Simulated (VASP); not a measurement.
A run of VASP 6.6.1 is set up as follows.

The input INCAR:

```
ALGO = Normal
EDIFF = 1E-6
ENCUT = 520
GGA = PE
ISIF = 2
ISMEAR = 0
LASPH = True
LCHARG = False
LREAL = False
LWAVE = False
NBANDS = 35
NELM = 80
PREC = Accurate
SIGMA = 0.011
```

File KPOINTS:

```
k-points
0
Gamma
  10 10 3
```

POSCAR

```
WS2
1.0
    3.1800000000      0.0000000000      0.0000000000
   -1.5900000000      2.7539607840      0.0000000000
    0.0000000000      0.0000000000     12.5000000000
W S
2 4
Direct
    0.6666666667      0.3333333333      0.7500000000
    0.3333333333      0.6666666667      0.2500000000
    0.6666666667      0.3333333333      0.3750000000
    0.3333333333      0.6666666667      0.8750000000
    0.6666666667      0.3333333333      0.1250000000
    0.3333333333      0.6666666667      0.6250000000
```

Potentials or basis: VASP PAW PBE potentials, release 64 (W_sv, S).

The run is started by

```bash
$ cat potpaw_PBE.64/W_sv/POTCAR potpaw_PBE.64/S/POTCAR > POTCAR
$ mpirun -np 1 vasp_std > vasp.out
```

(1) Estimate the band gap on the k mesh.

(2) What does it give for the largest force?

Results:

(1) 1.14 eV (least direct gap 2.09 eV).

(2) 0.132 eV/Å.

Caveat: spin-orbit coupling is left out, which moves the levels of the heavy elements; an odd mesh through Γ misses points on the zone boundary, where band edges can lie.
